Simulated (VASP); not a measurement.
BN, 4 atoms in the cell. Symmetry: P6_3/mmc, No. 194, hexagonal system. The conventional cell has a = 2.485 Å, b = 2.485 Å, c = 5.889 Å, α = 90.00°, β = 90.00°, γ = 120.00°. B (site symmetry -6m2) has 3 N at 1.43 Å within 1.9 Å. Within 1.9 Å of N (site symmetry -6m2) lie 3 B at 1.43 Å.  This cell differs from its parent crystal: volume 7.872 Å^3 an atom, c/a of the conventional cell 2.3702.

* Program: VASP 6.6.1
* Task: single point
* Functional: LDA
* Potentials or basis: VASP PAW LDA potentials, release 64 (B, N)
* Cutoff: 520 eV
* k mesh: 12 × 12 × 4
* Occupations: gaussian, width 0.05 eV
* Spin: no spin polarisation
* Dipole correction: no
* Further INCAR settings: ALGO = Normal; EDIFF = 1e-06; NBANDS = 16

Potentials or basis: VASP PAW LDA potentials, release 64 (B, N).

The run is started by

```sh
$ cat potpaw_LDA.64/B/POTCAR potpaw_LDA.64/N/POTCAR > POTCAR
$ mpirun -np 1 vasp_std > vasp.out
```

Hardware: 1 thread of Intel(R) Xeon(R) 6975P-C (Granite Rapids) (shared host).

Problem. Estimate the wall time of this run.

Solution. It took 12 s on 1 thread of Intel(R) Xeon(R) 6975P-C (Granite Rapids) (shared host), peak memory 0.13 GiB. Counts: scf iterations 12, k points 57.
